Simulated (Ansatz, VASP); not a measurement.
# One calculation of Na3LaN2, two programs

```xyz
6
Lattice="3.6191 0.0000 0.0000 0.0000 3.6191 0.0000 0.0000 0.0000 7.8637" Properties=species:S:1:pos:R:3 pbc="T T T"
Na    1.8096    0.0000    4.9152
Na    0.0000    1.8096    2.9485
Na    1.8096    1.8096    0.0000
La    0.0000    0.0000    0.0000
N     1.8096    0.0000    2.0650
N     0.0000    1.8096    5.7986
```

Change from the starting cell: species swapped into the Ti2CuSb3 type (P-4m2, No. 115).

Alike in both runs: task relaxation of cell and atoms; functional PBE; k mesh 6 × 6 × 2; occupations gaussian, width 0.1 eV; no spin polarisation.

|  | VASP | Ansatz |
| --- | --- | --- |
| version | VASP 6.6.1 | Ansatz 0.2.0 |
| potentials or method | VASP PAW PBE potentials, release 64 (Na_pv, La, N), cutoff 600 eV | scalar-relativistic, plane waves, PAW |
| valence electrons in the cell | 42 | 48 |

VASP gave:

- gap on the k mesh at the Fermi level, each at its own relaxed structure (eV): none
- relaxed volume (Å³/atom): 19.64
- relaxed cell length with the largest relative difference (Å): 6.084

**Question.** Which values does Ansatz return?

**Answer.** gap on the k mesh at the Fermi level, each at its own relaxed structure (eV): none; relaxed volume (Å³/atom): 19.80; relaxed cell length with the largest relative difference (Å): 6.014.

A gap of «none» marks a metal or a gap that the smearing closes. VASP's potentials hold 42 valence electrons a cell and Ansatz's 48, so a difference there can come from the potentials and not from the codes.

The k mesh is coarse, so the values compare programs but aren't converged. Spin-orbit coupling is off throughout.
